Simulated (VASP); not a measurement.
# AlFe (Pm-3m) in VASP: single point with PBE

Aim: the single point of AlFe with PBE.

Program: VASP 6.6.1. These are calculated values, not measurements. Logs are shortened: lines on timing, memory, paths and dates and some standing lists are left out, and cuts for length are marked.

**1. The cell of the first run**

The structure is cubic, space group Pm-3m (No. 221). The conventional cell has a = 2.910 Å, b = 2.910 Å, c = 2.910 Å, α = 90.00°, β = 90.00°, γ = 90.00°. Within 3.3 Å of Al (site symmetry m-3m) lie 8 Fe at 2.52 Å and 6 Al at 2.91 Å. Fe (site symmetry m-3m) has 8 Al at 2.52 Å and 6 Fe at 2.91 Å within 3.3 Å.

**2. Single point, PBE, collinear spin, ferromagnetic start**

Input file INCAR:

```
SYSTEM = AlFe
PREC = Accurate
ENCUT = 520
EDIFF = 1E-7
ISMEAR = 0
SIGMA = 0.15
LREAL = .FALSE.
LASPH = .TRUE.
NELM = 150
ALGO = Normal
ISIF = 2
LWAVE = .FALSE.
LCHARG = .FALSE.
ISPIN = 2
MAGMOM = 0 0.85
LORBIT = 11
LMAXMIX = 4
GGA = PE
NBANDS = 16
```

Input file KPOINTS:

```
regular mesh
0
G
  16 16 16
  0 0 0
```

Input file POSCAR:

```
AlFe
1.0
    2.9100000000      0.0000000000      0.0000000000
    0.0000000000      2.9100000000      0.0000000000
    0.0000000000      0.0000000000      2.9100000000
Al Fe
1 1
Direct
    0.0000000000      0.0000000000      0.0000000000
    0.5000000000      0.5000000000      0.5000000000
```

Potentials or basis: VASP PAW PBE potentials, release 64 (Al, Fe).

Run with:

```console
cat potpaw_PBE.64/Al/POTCAR potpaw_PBE.64/Fe/POTCAR > POTCAR
mpirun -np 1 vasp_std > vasp.out
```

OUTCAR:

```text
SYSTEM = AlFe
   PREC = Accurate
   ENCUT = 520
   EDIFF = 1E-7
   ISMEAR = 0
   LREAL = .FALSE.
   LASPH = .TRUE.
   NELM = 150
   ISIF = 2
   ISPIN = 2
   LORBIT = 11
   GGA = PE

 ion  position               nearest neighbor table
   1  0.000  0.000  0.000-   2 2.52   2 2.52   2 2.52   2 2.52   2 2.52   2 2.52   2 2.52   2 2.52

   2  0.500  0.500  0.500-   1 2.52   1 2.52   1 2.52   1 2.52   1 2.52   1 2.52   1 2.52   1 2.52

  LATTYP: Found a simple cubic cell.
 ALAT       =     2.9100000000

  Lattice vectors:

 A1 = (   2.9100000000,   0.0000000000,   0.0000000000)
 A2 = (   0.0000000000,   2.9100000000,   0.0000000000)
 A3 = (   0.0000000000,   0.0000000000,   2.9100000000)

Analysis of symmetry for initial positions (statically):
=====================================================================
 Subroutine PRICEL returns:
 Original cell was already a primitive cell.

 Routine SETGRP: Setting up the symmetry group for a
 simple cubic supercell.

 Subroutine GETGRP returns: Found 48 space group operations
 (whereof 48 operations were pure point group operations)
 out of a pool of 48 trial point group operations.

The static configuration has the point symmetry O_h .

Analysis of symmetry for dynamics (positions and initial velocities):
=====================================================================
 Subroutine PRICEL returns:
 Original cell was already a primitive cell.

 Routine SETGRP: Setting up the symmetry group for a
 simple cubic supercell.

 Subroutine GETGRP returns: Found 48 space group operations
 (whereof 48 operations were pure point group operations)
 out of a pool of 48 trial point group operations.

The dynamic configuration has the point symmetry O_h .

Analysis of structural, dynamic, and magnetic symmetry:
=====================================================================
 Subroutine PRICEL returns:
 Original cell was already a primitive cell.

 Routine SETGRP: Setting up the symmetry group for a
 simple cubic supercell.

 Subroutine GETGRP returns: Found 48 space group operations
 (whereof 48 operations were pure point group operations)
 out of a pool of 48 trial point group operations.

The overall configuration has the point symmetry O_h .

 Subroutine INISYM returns: Found 48 space group operations
 (whereof 48 operations are pure point group operations),
 and found     1 'primitive' translations

----------------------------------------------------------------------------------------

                                     Primitive cell

  volume of cell :      24.6422

  direct lattice vectors                    reciprocal lattice vectors
     2.910000000  0.000000000  0.000000000     0.343642612  0.000000000  0.000000000
     0.000000000  2.910000000  0.000000000     0.000000000  0.343642612  0.000000000
     0.000000000  0.000000000  2.910000000     0.000000000  0.000000000  0.343642612

  length of vectors
     2.910000000  2.910000000  2.910000000     0.343642612  0.343642612  0.343642612

  position of ions in fractional coordinates (direct lattice)
     0.000000000  0.000000000  0.000000000
     0.500000000  0.500000000  0.500000000

  ion indices of the primitive-cell ions
   primitive index   ion index
                 1           1
                 2           2

----------------------------------------------------------------------------------------

 KPOINTS: regular mesh

Automatic generation of k-mesh.
 Grid dimensions read from file:
 generate k-points for:   16   16   16

 Generating k-lattice:

  Cartesian coordinates                     Fractional coordinates (reciprocal lattice)
     0.021477663  0.000000000  0.000000000     0.062500000  0.000000000  0.000000000
     0.000000000  0.021477663  0.000000000     0.000000000  0.062500000  0.000000000
     0.000000000  0.000000000  0.021477663     0.000000000  0.000000000  0.062500000

  Length of vectors
     0.021477663  0.021477663  0.021477663

  Shift w.r.t. Gamma in fractional coordinates (k-lattice)
     0.000000000  0.000000000  0.000000000

 Subroutine IBZKPT returns following result:
 ===========================================

 Found    165 irreducible k-points:

 Following reciprocal coordinates:
            Coordinates               Weight
  0.000000  0.000000  0.000000      1.000000
  0.062500  0.000000  0.000000      6.000000
  0.125000  0.000000  0.000000      6.000000
  0.187500  0.000000  0.000000      6.000000
  0.250000  0.000000  0.000000      6.000000
  0.312500  0.000000  0.000000      6.000000
[... 16 lines left out ...]
  0.437500  0.125000  0.000000     24.000000
  0.500000  0.125000  0.000000     12.000000
 [... further k-points ...]
   k-points           NKPTS =    165   k-points in BZ     NKDIM =    165   number of bands    NBANDS=     16
   number of dos      NEDOS =    301   number of ions     NIONS =      2
   total plane-waves  NPLWV =  13824
   dimension x,y,z NGX =    24 NGY =   24 NGZ =   24
   dimension x,y,z NGXF=    48 NGYF=   48 NGZF=   48
   ions per type =               1   1
   NGX,Y,Z   is equivalent  to a cutoff of  13.71, 13.71, 13.71 a.u.
   NGXF,Y,Z  is equivalent  to a cutoff of  27.42, 27.42, 27.42 a.u.
 SYSTEM =  AlFe
   PREC   = accura    normal or accurate (medium, high low for compatibility)
   ISTART =      0    job   : 0-new  1-cont  2-samecut
   ICHARG =      2    charge: 1-file 2-atom 10-const
   ISPIN  =      2    spin polarized calculation?
   LNONCOLLINEAR =      F non collinear calculations
   LSORBIT =      F    spin-orbit coupling
   LASPH  =      T    aspherical Exc in radial PAW
   ENCUT  =  520.0 eV  38.22 Ry    6.18 a.u.   5.41  5.41  5.41*2*pi/ulx,y,z
   NELM   =    150;   NELMIN=  2; NELMDL= -5     # of ELM steps
   EDIFF  = 0.1E-06   stopping-criterion for ELM
   LREAL  =      F    real-space projection
   EDIFFG = 0.1E-05   stopping-criterion for IOM
   NSW    =      0    number of steps for IOM
   IBRION =     -1    ionic relax: 0-MD 1-quasi-New 2-CG
   NFREE  =      0    steps in history (QN), initial steepest desc. (CG)
   ISIF   =      2    stress and relaxation
   ISYM   =      2    0-nonsym 1-usesym 2-fastsym
   POTIM  = 0.5000    time-step for ionic-motion
   TEBEG  =    0.0;   TEEND  =   0.0 temperature during run
   PSTRESS=    0.0 pullay stress
   NELECT =      11.0000    total number of electrons
   NUPDOWN=      -1.0000    fix difference up-down
   EMIN   =  10.00;   EMAX   =-10.00  energy-range for DOS
   EFERMI =   0.00;   METHOD = LEGACY
   ISMEAR =     0;   SIGMA  =   0.15  broadening in eV -4-tet -1-fermi 0-gaus
   EFERMI_NEDOS =   21; number of points for ismear=-14 and -15
   IALGO  =     38    algorithm
   IMIX   =      4    mixing-type and parameters
     AMIX     =   0.40;   BMIX     =  1.00
     AMIX_MAG =   1.60;   BMIX_MAG =  1.00
  volume/ion in A,a.u.               =      12.32        83.15
  Fermi-wavevector in a.u.,A,eV,Ry     =   1.251160  2.364349 21.298567  1.565401
  Thomas-Fermi vector in A             =   2.385120
   LORBIT       =     11    0 simple, 1 ext, 2 COOP (PROOUT), +10 PAW based schemes
   GGA     = PE    functional components
   LHFCALC =     F    Hartree Fock is set to
   AEXX    =    0.0000 exact exchange contribution
   IVDW    =     0    specifies the selected vdW correction
   LEPSILON=     F    determine dielectric tensor
   LRPA    =     F    only Hartree local field effects (RPA)
 spin polarized calculation
 Gauss-broadening in eV      SIGMA  =   0.15
  energy-cutoff  :      520.00
  volume of cell :       24.64
 maximum number of plane-waves:       691
 NGX is ok and might be reduce to    24
   NGX = 11   NGY = 11   NGZ = 11

 number of electron      10.9999994 magnetization       0.7179872

 Free energy of the ion-electron system (eV)
  ---------------------------------------------------
  ext. energy  EPLUGINS =         0.00000000
  ---------------------------------------------------
  free energy    TOTEN  =       -12.64441563 eV

  energy without entropy =      -12.61825129  energy(sigma->0) =      -12.63133346

 E-fermi :   7.6769     XC(G=0): -11.9715

 val. band max:        7.6768158476   @ k =   0.1875   0.1250   0.0625
 cond. band min:       7.6785354918   @ k =   0.4375   0.2500   0.1875
 fundamental gap:      0.0017196442
 Fermi energy:         7.6769434617

 spin component 1

 k-point     1 :       0.0000    0.0000    0.0000
  band No.  band energies     occupation
      1      -2.5603      1.00000
      2       5.2396      1.00000
      3       5.2396      1.00000
      4       7.2378      0.99998
      5       7.2378      0.99998
      6       7.2378      0.99998
[... 8 lines left out ...]
     15      28.9512      0.00000
     16      30.8789      0.00000
[... 419 lines left out ...]
 k-point    24 :       0.5000    0.1250    0.0000
  band No.  band energies     occupation
      1       1.6631      1.00000
      2       2.0481      1.00000
      3       5.8960      1.00000
      4       6.2469      1.00000
      5       6.3748      1.00000
      6       7.2228      0.99999
[... 8 lines left out ...]
     15      26.4874      0.00000
     16      27.6985      0.00000

 [... further k-points ...]

 spin component 2

 k-point     1 :       0.0000    0.0000    0.0000
  band No.  band energies     occupation
      1      -2.5594      1.00000
      2       5.6383      1.00000
      3       5.6383      1.00000
      4       8.0865      0.00006
      5       8.0865      0.00006
      6       8.0865      0.00006
[... 8 lines left out ...]
     15      28.9864      0.00000
     16      30.8529      0.00000
[... 419 lines left out ...]
 k-point    24 :       0.5000    0.1250    0.0000
  band No.  band energies     occupation
      1       1.6403      1.00000
      2       2.1248      1.00000
      3       6.3594      1.00000
      4       6.9167      1.00000
      5       7.1178      1.00000
      6       8.0688      0.00011
[... 8 lines left out ...]
     15      26.5739      0.00000
     16      27.6807      0.00000

 [... further k-points ...]

------------------------ aborting loop because EDIFF is reached ----------------------------------------

  FORCE on cell =-STRESS in cart. coord.  units (eV):
  Direction    XX          YY          ZZ          XY          YZ          ZX
  --------------------------------------------------------------------------------------
  -------------------------------------------------------------------------------------
  Total       -0.9106190     -0.9106190     -0.9106190      0.0000000      0.0000000      0.0000000
  in kB      -59.2063555    -59.2063555    -59.2063555      0.0000000      0.0000000      0.0000000
  external PRESSURE =     -59.2063555 kB  Pullay stress =       0.0000000 kB

 VOLUME and BASIS-vectors are now :
 -----------------------------------------------------------------------------
  energy-cutoff  :      520.00
  volume of cell :       24.64
      direct lattice vectors                 reciprocal lattice vectors
     2.910000000  0.000000000  0.000000000     0.343642612  0.000000000  0.000000000
     0.000000000  2.910000000  0.000000000     0.000000000  0.343642612  0.000000000
     0.000000000  0.000000000  2.910000000     0.000000000  0.000000000  0.343642612

 POSITION                                       TOTAL-FORCE (eV/Angst)
 -----------------------------------------------------------------------------------
      0.00000      0.00000      0.00000         0.000000      0.000000      0.000000
      1.45500      1.45500      1.45500         0.000000      0.000000      0.000000
 -----------------------------------------------------------------------------------
    total drift:                                0.000000     -0.000000     -0.000000

  FREE ENERGIE OF THE ION-ELECTRON SYSTEM (eV)
  ---------------------------------------------------
  free  energy   TOTEN  =       -12.6444156334 eV

  energy  without entropy=      -12.6182512867  energy(sigma->0) =      -12.63133346

 total charge

# of ion       s       p       d       tot
------------------------------------------
    1        0.395   0.420   0.000   0.816
    2        0.416   0.474   6.452   7.343
--------------------------------------------------
tot          0.812   0.894   6.452   8.158

 magnetization (x)

# of ion       s       p       d       tot
------------------------------------------
    1       -0.008  -0.017   0.000  -0.025
    2        0.000   0.007   0.756   0.764
--------------------------------------------------
tot         -0.008  -0.010   0.756   0.738
```

Wall time 3.4 min (1 thread of AMD EPYC 7R13 (Zen 3), shared host); peak memory 0.19 GiB.

What came out:

| Item | Value |
| --- | --- |
| Free energy | -12.6444 eV |
| Pressure | -5.9 GPa |
| Net moment | 0.72 μB per cell |
| Site moments | Al -0.03; Fe +0.76 μB |
| Valence electrons inside the program's atomic spheres | Al 0.82; Fe 7.34 |
